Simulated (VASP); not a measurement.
The system is BaTiO3.

```xyz
5
Lattice="3.7045 -0.0164 0.1851 -0.0164 4.1845 0.0253 0.1859 0.0254 3.8917" Properties=species:S:1:pos:R:3 pbc="T T T"
Ba    0.1932    3.7176    3.7583
Ti    1.9778    1.7733    2.4309
O     1.8676    3.3187    3.9251
O     2.1383    3.7507    1.9382
O     3.6777    2.1334    2.1198
```

Base run:

```yaml
Program: VASP 6.6.1
Functional: LDA
Potentials_or_basis: VASP PAW LDA potentials, release 64 (Ba_sv, Ti_sv, O)
Cutoff: 600 eV
k_mesh: 7 × 7 × 7
Occupations: fermi-dirac, width 0.05 eV
Spin: no spin polarisation
Hubbard_terms: Ti d U = 4.0 eV
```

Its results: band gap on the k mesh zero (bands 20 and 21 overlap by 0.09 eV); pressure 62.9 GPa; largest force 15.414 eV/Å.

**Question.** The run is repeated on the same cell with these changes: hubbard terms from Ti d U = 4.0 eV to Ti d U = 2.0 eV. What comes out?

**Answer.** Band gap on the k mesh zero (bands 20 and 21 overlap by 0.10 eV); pressure 61.0 GPa; largest force 15.416 eV/Å.

Caveats: spin-orbit coupling is left out, which moves the levels of the heavy elements; U without spin polarisation on a metal has little footing; forces of over 1 eV/Å act on the atoms, so gaps and moduli don't describe the material at rest; the stress differs along the axes, from 6 to 138 GPa (at least some runs); the stress differs along the axes, from 4 to 136 GPa (at least some runs).
